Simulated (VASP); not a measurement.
Wanted: the native input for a VASP 6.6.1 run.

```
Task                   : single point
Functional             : PBEsol
Potentials or basis    : VASP PAW PBE potentials, release 64 (Ta_pv, C)
Cutoff                 : 520 eV
k mesh                 : 10 × 10 × 10
Occupations            : gaussian, width 0.15 eV
Spin                   : no spin polarisation
Dipole correction      : no
Further INCAR settings : ALGO = Normal; EDIFF = 1e-07; NBANDS = 37
```

The structure of Ta4C3 lies in POSCAR:

```
Ta4C3
1.0
    4.2264981175      0.0000000000      0.0000000000
    0.0000000000      4.2264981175      0.0000000000
    0.0000000000      0.0000000000      4.4026022057
Ta C
4 3
Direct
    0.0000000000      0.5000000000      0.5000000000
    0.5000000000      0.0000000000      0.5000000000
    0.5000000000      0.5000000000      0.0000000000
    0.0000000000      0.0000000000      0.0000000000
    0.5000000000      0.0000000000      0.0000000000
    0.0000000000      0.5000000000      0.0000000000
    0.0000000000      0.0000000000      0.5000000000
```

This cell differs from its parent crystal: strain -0.040 along x and y, +0.000 along z.

These files were run (other wordings do the same):

INCAR

```
SYSTEM = Ta4C3
  PREC = Accurate
  ENCUT = 520
  EDIFF = 1E-7
  ISMEAR = 0
  SIGMA = 0.15
  LREAL = .False.
  LASPH = .True.
  NELM = 80
  ALGO = Normal
  ISIF = 2
  LWAVE = .False.
  LCHARG = .True.
  GGA = PS
  LELF = .True.
  LVHAR = .True.
  NBANDS = 37
```

KPOINTS

```
Automatic mesh
0
Gamma
  10 10 10
  0 0 0
```

Potentials or basis: VASP PAW PBE potentials, release 64 (Ta_pv, C).

The run is started by

```console
$ cat potpaw_PBE.64/Ta_pv/POTCAR potpaw_PBE.64/C/POTCAR > POTCAR
$ mpirun -np 1 vasp_std > vasp.out
```

Results of the run:

```yaml
Pressure: 32.3 GPa
Band_gap_on_the_k_mesh: zero (bands 28 and 29 overlap by 1.17 eV)
```

Caveat: the cell differs from its parent crystal (strain -0.040 along x and y, +0.000 along z); the cell stands under pressure; the PAW data sets were made with another functional, which shifts forces and pressure a little; spin-orbit coupling is left out, which moves the levels of the heavy elements.

Run time: 2.3 min on 1 thread of Intel(R) Xeon(R) 6975P-C (Granite Rapids), with other jobs on the host, peak memory 0.38 GiB.
